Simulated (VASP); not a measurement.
Runs of VASP 6.6.1 on SnSe2. The structure is that of space group I4_1/amd (No. 141), or close to it. The cells are those of the table. 

```tsv
level	potentials or basis	cell	smearing	gap on the mesh (eV)	pressure (GPa)	largest force (eV/Å)
r2SCAN	VASP PAW PBE potentials, release 64 (Sn_d, Se)	a = 6.798 Å, angles 131.1, 131.1, 71.7°, 6 atoms	fermi-dirac 0.02 eV	(d)	0.0	0.01
PBE	VASP PAW PBE potentials, release 64 (Sn_d, Se)	a = 6.920 Å, angles 131.4, 131.4, 71.2°, 6 atoms	fermi-dirac 0.02 eV	0.24	0.0	0.01
LDA	VASP PAW LDA potentials, release 64 (Sn_d, Se)	a = 6.798 Å, angles 131.1, 131.1, 71.7°, 6 atoms	gaussian 0.01 eV	0.21	(c)	0.03
PBE	VASP PAW PBE potentials, release 64 (Sn_d, Se)	a = 6.798 Å, angles 131.1, 131.1, 71.7°, 6 atoms	fermi-dirac 0.02 eV	0.33	(b)	0.21
PBEsol	VASP PAW PBE potentials, release 64 (Sn_d, Se)	a = 6.649 Å, angles 130.1, 130.1, 73.3°, 6 atoms	fermi-dirac 0.02 eV	0.18	(a)	0.02
```

Alike in all rows: task single point; no spin polarisation; k mesh 6 × 6 × 6; cutoff (eV) 520.

Task: Estimate the missing entries.

Result: (a) 0.1; (b) 1.9; (c) -1.9; (d) 0.52.

Caveats: spin-orbit coupling is left out, which moves the levels of the heavy elements; the PAW data sets were made with another functional, which shifts forces and pressure a little (some runs).

A k mesh can miss the band edges, and the runs leave out spin-orbit coupling on Se, Sn.
